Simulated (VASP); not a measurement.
Here is a VASP 6.6.1 calculation.

File INCAR:

```
ALGO = Fast
EDIFF = 1E-6
ENCUT = 520
GGA = PE
ISIF = 2
ISMEAR = 0
LASPH = T
LCHARG = F
LREAL = F
LWAVE = F
NBANDS = 60
NELM = 100
PREC = Accurate
SIGMA = 0.1
```

Contents of KPOINTS:

```
k-points
0
Gamma
  6 6 6
```

File POSCAR:

```
Sn2As
1.0
    7.0527618689      0.0000000000      0.0000000000
   -3.5263809344      6.1078709453      0.0000000000
    0.0000000000      0.0000000000      6.1715142139
Sn As
6 3
Direct
    0.3735033665      0.0000000000      0.1974812266
    0.0000000000      0.3735033665      0.1974812266
    0.6264966335      0.6264966335      0.1974812266
    0.0000000000      0.6264966335      0.8025187734
    0.6264966335      0.0000000000      0.8025187734
    0.3735033665      0.3735033665      0.8025187734
    0.3333333333      0.6666666667      0.5000000000
    0.6666666667      0.3333333333      0.5000000000
    0.0000000000      0.0000000000      0.0000000000
```

Potentials or basis: VASP PAW PBE potentials, release 64 (Sn_d, As).

The run is started by

```sh
$ cat potpaw_PBE.64/Sn_d/POTCAR potpaw_PBE.64/As/POTCAR > POTCAR
$ mpirun -np 1 vasp_std > vasp.out
```

(1) Predict the band gap on the k mesh.

(2) Predict the pressure.

Results:

(1) zero (an odd number of electrons rules out a gap without spin polarisation).

(2) 0.0 GPa.

Caveat: spin-orbit coupling is left out, which moves the levels of the heavy elements.
